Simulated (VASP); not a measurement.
# Hg (Pm-3m) in VASP: a series of runs

The runs below take Hg through single point, with PBE, HSE06.

Program: VASP 6.6.1. These are calculated values, not measurements. Logs are shortened: lines on timing, memory, paths and dates and some standing lists are left out, and cuts for length are marked.

## (1) The cell of the first run

It takes space group Pm-3m (No. 221, cubic). Conventional cell: a = 3.094 Å, b = 3.094 Å, c = 3.094 Å, α = 90.00°, β = 90.00°, γ = 90.00°. Hg (site symmetry m-3m) has 6 Hg at 3.09 Å within 4.1 Å.

## (2) Single point, PBE

Contents of INCAR:

```
SYSTEM = Hg
PREC = Accurate
ENCUT = 520
EDIFF = 1E-6
ISMEAR = -1
SIGMA = 0.1
LREAL = .False.
LASPH = .True.
NELM = 80
ALGO = Normal
ISIF = 2
LWAVE = .False.
LCHARG = .False.
GGA = PE
NBANDS = 12
```

Contents of KPOINTS:

```
regular mesh
0
Gamma
  17 17 17
  0 0 0
```

Contents of POSCAR:

```
Hg
1.0
    3.0943672577      0.0000000000      0.0000000000
    0.0000000000      3.0943672577      0.0000000000
    0.0000000000      0.0000000000      3.0943672577
Hg
1
Direct
    0.0000000000      0.0000000000      0.0000000000
```

Potentials or basis: VASP PAW PBE potentials, release 64 (Hg).

On the command line:

```console
> cat potpaw_PBE.64/Hg/POTCAR > POTCAR
> mpirun -np 1 vasp_std > vasp.out
```

OUTCAR:

```text
SYSTEM = Hg
   PREC = Accurate
   ENCUT = 520
   EDIFF = 1E-6
   ISMEAR = -1
   LREAL = .False.
   LASPH = .True.
   NELM = 80
   ISIF = 2
   GGA = PE

 ion  position               nearest neighbor table
   1  0.000  0.000  0.000-

  LATTYP: Found a simple cubic cell.
 ALAT       =     3.0943672577

  Lattice vectors:

 A1 = (   3.0943672577,   0.0000000000,   0.0000000000)
 A2 = (   0.0000000000,   3.0943672577,   0.0000000000)
 A3 = (   0.0000000000,   0.0000000000,   3.0943672577)

Analysis of symmetry for initial positions (statically):
=====================================================================
 Subroutine PRICEL returns:
 Original cell was already a primitive cell.

 Routine SETGRP: Setting up the symmetry group for a
 simple cubic supercell.

 Subroutine GETGRP returns: Found 48 space group operations
 (whereof 48 operations were pure point group operations)
 out of a pool of 48 trial point group operations.

The static configuration has the point symmetry O_h .

Analysis of symmetry for dynamics (positions and initial velocities):
=====================================================================
 Subroutine PRICEL returns:
 Original cell was already a primitive cell.

 Routine SETGRP: Setting up the symmetry group for a
 simple cubic supercell.

 Subroutine GETGRP returns: Found 48 space group operations
 (whereof 48 operations were pure point group operations)
 out of a pool of 48 trial point group operations.

The dynamic configuration has the point symmetry O_h .

 Subroutine INISYM returns: Found 48 space group operations
 (whereof 48 operations are pure point group operations),
 and found     1 'primitive' translations

----------------------------------------------------------------------------------------

                                     Primitive cell

  volume of cell :      29.6289

  direct lattice vectors                    reciprocal lattice vectors
     3.094367258  0.000000000  0.000000000     0.323167846  0.000000000  0.000000000
     0.000000000  3.094367258  0.000000000     0.000000000  0.323167846  0.000000000
     0.000000000  0.000000000  3.094367258     0.000000000  0.000000000  0.323167846

  length of vectors
     3.094367258  3.094367258  3.094367258     0.323167846  0.323167846  0.323167846

  position of ions in fractional coordinates (direct lattice)
     0.000000000  0.000000000  0.000000000

  ion indices of the primitive-cell ions
   primitive index   ion index
                 1           1

----------------------------------------------------------------------------------------

 KPOINTS: regular mesh

Automatic generation of k-mesh.
 Grid dimensions read from file:
 generate k-points for:   17   17   17

 Generating k-lattice:

  Cartesian coordinates                     Fractional coordinates (reciprocal lattice)
     0.019009873  0.000000000  0.000000000     0.058823529  0.000000000  0.000000000
     0.000000000  0.019009873  0.000000000     0.000000000  0.058823529  0.000000000
     0.000000000  0.000000000  0.019009873     0.000000000  0.000000000  0.058823529

  Length of vectors
     0.019009873  0.019009873  0.019009873

  Shift w.r.t. Gamma in fractional coordinates (k-lattice)
     0.000000000  0.000000000  0.000000000

 Subroutine IBZKPT returns following result:
 ===========================================

 Found    165 irreducible k-points:

 Following reciprocal coordinates:
            Coordinates               Weight
  0.000000  0.000000  0.000000      1.000000
  0.058824  0.000000  0.000000      6.000000
  0.117647  0.000000  0.000000      6.000000
  0.176471  0.000000  0.000000      6.000000
  0.235294  0.000000  0.000000      6.000000
  0.294118  0.000000  0.000000      6.000000
[... 16 lines left out ...]
  0.411765  0.117647  0.000000     24.000000
  0.470588  0.117647  0.000000     24.000000
 [... further k-points ...]
   k-points           NKPTS =    165   k-points in BZ     NKDIM =    165   number of bands    NBANDS=     12
   number of dos      NEDOS =    301   number of ions     NIONS =      1
   total plane-waves  NPLWV =  13824
   dimension x,y,z NGX =    24 NGY =   24 NGZ =   24
   dimension x,y,z NGXF=    48 NGYF=   48 NGZF=   48
   ions per type =               1
   NGX,Y,Z   is equivalent  to a cutoff of  12.89, 12.89, 12.89 a.u.
   NGXF,Y,Z  is equivalent  to a cutoff of  25.79, 25.79, 25.79 a.u.
 SYSTEM =  Hg
   PREC   = accura    normal or accurate (medium, high low for compatibility)
   ISTART =      0    job   : 0-new  1-cont  2-samecut
   ICHARG =      2    charge: 1-file 2-atom 10-const
   ISPIN  =      1    spin polarized calculation?
   LNONCOLLINEAR =      F non collinear calculations
   LSORBIT =      F    spin-orbit coupling
   LASPH  =      T    aspherical Exc in radial PAW
   ENCUT  =  520.0 eV  38.22 Ry    6.18 a.u.   5.75  5.75  5.75*2*pi/ulx,y,z
   NELM   =     80;   NELMIN=  2; NELMDL= -5     # of ELM steps
   EDIFF  = 0.1E-05   stopping-criterion for ELM
   LREAL  =      F    real-space projection
   EDIFFG = 0.1E-04   stopping-criterion for IOM
   NSW    =      0    number of steps for IOM
   IBRION =     -1    ionic relax: 0-MD 1-quasi-New 2-CG
   NFREE  =      0    steps in history (QN), initial steepest desc. (CG)
   ISIF   =      2    stress and relaxation
   ISYM   =      2    0-nonsym 1-usesym 2-fastsym
   POTIM  = 0.5000    time-step for ionic-motion
   TEBEG  =    0.0;   TEEND  =   0.0 temperature during run
   PSTRESS=    0.0 pullay stress
   NELECT =      12.0000    total number of electrons
   NUPDOWN=      -1.0000    fix difference up-down
   EMIN   =  10.00;   EMAX   =-10.00  energy-range for DOS
   EFERMI =   0.00;   METHOD = LEGACY
   ISMEAR =    -1;   SIGMA  =   0.10  broadening in eV -4-tet -1-fermi 0-gaus
   EFERMI_NEDOS =   21; number of points for ismear=-14 and -15
   IALGO  =     38    algorithm
   IMIX   =      4    mixing-type and parameters
     AMIX     =   0.40;   BMIX     =  1.00
     AMIX_MAG =   1.60;   BMIX_MAG =  1.00
  volume/ion in A,a.u.               =      29.63       199.95
  Fermi-wavevector in a.u.,A,eV,Ry     =   1.211240  2.288911 19.961125  1.467101
  Thomas-Fermi vector in A             =   2.346761
   LORBIT       =      0    0 simple, 1 ext, 2 COOP (PROOUT), +10 PAW based schemes
   GGA     = PE    functional components
[... 5 lines left out ...]
 non-spin polarized calculation
  energy-cutoff  :      520.00
  volume of cell :       29.63
 maximum number of plane-waves:       813
 NGX is ok and might be reduce to    24
   NGX = 11   NGY = 11   NGZ = 11

 number of electron      11.9999995 magnetization

 Free energy of the ion-electron system (eV)
  ---------------------------------------------------
  ext. energy  EPLUGINS =         0.00000000
  ---------------------------------------------------
  free energy    TOTEN  =        -0.16899511 eV

  energy without entropy =       -0.15850636  energy(sigma->0) =       -0.16375074

 E-fermi :   1.3150     XC(G=0):  -9.5458

 val. band max:        1.3001550173   @ k =   0.4706   0.2353   0.0000
 cond. band min:       1.3268509028   @ k =   0.4706   0.4706   0.1176
 fundamental gap:      0.0266958856
 Fermi energy:         1.3149678673

 k-point     1 :       0.0000    0.0000    0.0000
  band No.  band energies     occupation
      1      -6.4190      2.00000
      2      -6.3053      2.00000
      3      -6.3053      2.00000
      4      -4.5672      2.00000
      5      -4.5672      2.00000
      6      -4.5672      2.00000
      7      10.8551      0.00000
      8      10.8551      0.00000
      9      10.8551      0.00000
     10      13.9989      0.00000
     11      15.8090      0.00000
     12      15.8090      0.00000

 k-point     2 :       0.0588    0.0000    0.0000
  band No.  band energies     occupation
      1      -6.3688      2.00000
      2      -6.3004      2.00000
      3      -6.2613      2.00000
      4      -4.5865      2.00000
      5      -4.5865      2.00000
      6      -4.5655      2.00000
      7      10.1182      0.00000
      8      10.9373      0.00000
      9      10.9373      0.00000
     10      14.3365      0.00000
     11      15.7977      0.00000
     12      16.3092      0.00000

 k-point     3 :       0.1176    0.0000    0.0000
  band No.  band energies     occupation
      1      -6.3025      2.00000
      2      -6.2866      2.00000
      3      -6.0480      2.00000
      4      -4.6418      2.00000
      5      -4.6418      2.00000
      6      -4.5608      2.00000
      7       8.6810      0.00000
      8      11.1788      0.00000
      9      11.1788      0.00000
     10      14.6610      0.00000
     11      15.7644      0.00000
     12      17.7228      0.00000

 k-point     4 :       0.1765    0.0000    0.0000
  band No.  band energies     occupation
      1      -6.2655      2.00000
      2      -6.2405      2.00000
      3      -5.6526      2.00000
      4      -4.7240      2.00000
      5      -4.7240      2.00000
      6      -4.5538      2.00000
      7       7.1113      0.00000
      8      11.5650      0.00000
      9      11.5650      0.00000
     10      14.8614      0.00000
     11      15.7103      0.00000
     12      19.5865      0.00000

 k-point     5 :       0.2353    0.0000    0.0000
  band No.  band energies     occupation
      1      -6.2399      2.00000
      2      -6.1706      2.00000
      3      -5.1009      2.00000
      4      -4.8207      2.00000
      5      -4.8207      2.00000
      6      -4.5452      2.00000
      7       5.5481      0.00000
      8      12.0721      0.00000
      9      12.0721      0.00000
     10      15.0511      0.00000
     11      15.6393      0.00000
     12      21.6241      0.00000

 k-point     6 :       0.2941    0.0000    0.0000
  band No.  band energies     occupation
      1      -6.2132      2.00000
      2      -6.0980      2.00000
      3      -4.9185      2.00000
      4      -4.9185      2.00000
      5      -4.5363      2.00000
      6      -4.4058      2.00000
      7       4.0359      0.00000
      8      12.6656      0.00000
      9      12.6656      0.00000
     10      15.2615      0.00000
     11      15.5587      0.00000
     12      21.2011      0.00000

 k-point     7 :       0.3529    0.0000    0.0000
  band No.  band energies     occupation
      1      -6.1891      2.00000
      2      -6.0320      2.00000
      3      -5.0044      2.00000
      4      -5.0044      2.00000
      5      -4.5284      2.00000
      6      -3.5834      2.00000
      7       2.5997      0.00001
      8      13.2931      0.00000
      9      13.2931      0.00000
     10      15.4795      0.00000
     11      15.4934      0.00000
     12      20.1816      0.00000

 k-point     8 :       0.4118    0.0000    0.0000
  band No.  band energies     occupation
      1      -6.1709      2.00000
      2      -5.9815      2.00000
      3      -5.0678      2.00000
      4      -5.0678      2.00000
      5      -4.5224      2.00000
      6      -2.6661      2.00000
      7       1.2738      1.20322
      8      13.8669      0.00000
      9      13.8669      0.00000
     10      15.4157      0.00000
     11      15.7224      0.00000
     12      19.3550      0.00000
[... 166 lines left out ...]
 k-point    20 :       0.2353    0.1176    0.0000
  band No.  band energies     occupation
      1      -6.1936      2.00000
      2      -5.9562      2.00000
      3      -5.1319      2.00000
      4      -4.8126      2.00000
      5      -4.7469      2.00000
      6      -4.6168      2.00000
      7       5.8188      0.00000
      8       9.7571      0.00000
      9      12.4052      0.00000
     10      15.4947      0.00000
     11      17.2340      0.00000
     12      19.8465      0.00000

 k-point    21 :       0.2941    0.1176    0.0000
  band No.  band energies     occupation
      1      -6.1584      2.00000
      2      -5.8905      2.00000
      3      -5.0849      2.00000
      4      -4.9093      2.00000
      5      -4.6072      2.00000
      6      -4.2042      2.00000
      7       4.3032      0.00000
      8      10.2938      0.00000
      9      13.0059      0.00000
     10      15.5733      0.00000
     11      16.5837      0.00000
     12      19.7282      0.00000

 k-point    22 :       0.3529    0.1176    0.0000
  band No.  band energies     occupation
      1      -6.1283      2.00000
      2      -5.8286      2.00000
      3      -5.1563      2.00000
      4      -4.9944      2.00000
      5      -4.5984      2.00000
      6      -3.4055      2.00000
      7       2.8658      0.00000
      8      10.9015      0.00000
      9      13.6451      0.00000
     10      15.4683      0.00000
     11      15.9051      0.00000
     12      19.7600      0.00000

 k-point    23 :       0.4118    0.1176    0.0000
  band No.  band energies     occupation
      1      -6.1062      2.00000
      2      -5.7793      2.00000
      3      -5.2202      2.00000
      4      -5.0572      2.00000
      5      -4.5918      2.00000
      6      -2.5039      2.00000
      7       1.5467      0.17948
      8      11.5381      0.00000
      9      14.2357      0.00000
     10      14.7448      0.00000
     11      15.8207      0.00000
     12      19.6348      0.00000

 k-point    24 :       0.4706    0.1176    0.0000
  band No.  band energies     occupation
      1      -6.0945      2.00000
      2      -5.7515      2.00000
      3      -5.2562      2.00000
      4      -5.0905      2.00000
      5      -4.5882      2.00000
      6      -1.6668      2.00000
      7       0.5021      1.99941
      8      12.0644      0.00000
      9      14.1036      0.00000
     10      14.6225      0.00000
     11      15.8383      0.00000
     12      19.3574      0.00000

 [... further k-points ...]
[... 5 lines left out ...]
  --------------------------------------------------------------------------------------
  -------------------------------------------------------------------------------------
  Total        0.0513122      0.0513122      0.0513122      0.0000000      0.0000000      0.0000000
  in kB        2.7746994      2.7746994      2.7746994      0.0000000      0.0000000      0.0000000
  external PRESSURE =       2.7746994 kB  Pullay stress =       0.0000000 kB

 VOLUME and BASIS-vectors are now :
 -----------------------------------------------------------------------------
  energy-cutoff  :      520.00
  volume of cell :       29.63
      direct lattice vectors                 reciprocal lattice vectors
     3.094367258  0.000000000  0.000000000     0.323167846  0.000000000  0.000000000
     0.000000000  3.094367258  0.000000000     0.000000000  0.323167846  0.000000000
     0.000000000  0.000000000  3.094367258     0.000000000  0.000000000  0.323167846

 POSITION                                       TOTAL-FORCE (eV/Angst)
 -----------------------------------------------------------------------------------
      0.00000      0.00000      0.00000         0.000000      0.000000      0.000000
 -----------------------------------------------------------------------------------
    total drift:                                0.000000      0.000000      0.000000

  FREE ENERGIE OF THE ION-ELECTRON SYSTEM (eV)
  ---------------------------------------------------
  free  energy   TOTEN  =        -0.1689951129 eV

  energy  without entropy=       -0.1585063578  energy(sigma->0) =       -0.16375074
```

It took 10 s on 1 thread of Intel Xeon 6975P-C (Granite Rapids), shared host; peak memory 0.17 GiB.

Results:

| Quantity | Value |
| --- | --- |
| Free energy | -0.1690 eV |
| Pressure | 0.3 GPa |
| Band gap on the k mesh | zero (band 6 reaches 4.34 eV, above the bottom of band 7 at 0.20 eV) |

Levels at points of the mesh, in eV from the Fermi level:
```csv
k point,band 2,band 3,band 4,band 5,band 6,band 7,band 8,band 9,band 10,band 11
"(0.00, 0.00, 0.00)",-7.62,-7.62,-5.88,-5.88,-5.88,9.54,9.54,9.54,12.68,14.49
```

Caveat: spin-orbit coupling is left out, which moves the levels of the heavy elements.

[end of part 1 of 2]
